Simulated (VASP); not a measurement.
Set up this calculation in VASP 6.6.1, as the native input.

- Task: single point
- Functional: PBE
- Potentials or basis: VASP PAW PBE potentials, release 64 (Ba_sv, Ti_sv, O)
- Cutoff: 520 eV
- k mesh: 8 × 8 × 8
- Occupations: gaussian, width 0.05 eV
- Spin: no spin polarisation
- Dipole correction: no
- Further INCAR settings: ALGO = Normal; EDIFF = 1e-06; NBANDS = 28

The structure of BaTiO3 lies in POSCAR:

```
BaTiO3
1.0
    4.5116623433      0.0000000000      0.0000000000
    0.0000000000      4.5116623433      0.0000000000
    0.0000000000      0.0000000000      3.1897845285
Ba Ti O
1 1 3
Direct
    0.0000000000      0.0000000000      0.0000000000
    0.5000000000      0.5000000000      0.5000000000
    0.5000000000      0.5000000000      0.0000000000
    0.5000000000      0.0000000000      0.5000000000
    0.0000000000      0.5000000000      0.5000000000
```

This cell differs from its parent crystal: ratio of the length along z to the lengths across it x 0.707, volume and fractional coordinates fixed.

One way to write it, as run:

INCAR

```
ALGO = Normal
EDIFF = 1E-6
ENCUT = 520
GGA = PE
ISIF = 2
ISMEAR = 0
LASPH = T
LCHARG = F
LREAL = F
LWAVE = F
NBANDS = 28
NELM = 100
PREC = Accurate
SIGMA = 0.05
```

KPOINTS

```
k-points
0
Gamma
  8 8 8
```

Potentials or basis: VASP PAW PBE potentials, release 64 (Ba_sv, Ti_sv, O).

Run with:

```bash
$ cat potpaw_PBE.64/Ba_sv/POTCAR potpaw_PBE.64/Ti_sv/POTCAR potpaw_PBE.64/O/POTCAR > POTCAR
$ mpirun -np 1 vasp_std > vasp.out
```

It gave:

| Quantity | Value |
| --- | --- |
| Pressure | 33.1 GPa |
| Band gap on the k mesh | 0.79 eV |

Caveat: the cell stands under pressure; spin-orbit coupling is left out, which moves the levels of the heavy elements.

Run time: 3.4 min on 1 thread of Intel Xeon 8259CL, with other jobs on the host, peak memory 0.28 GiB.
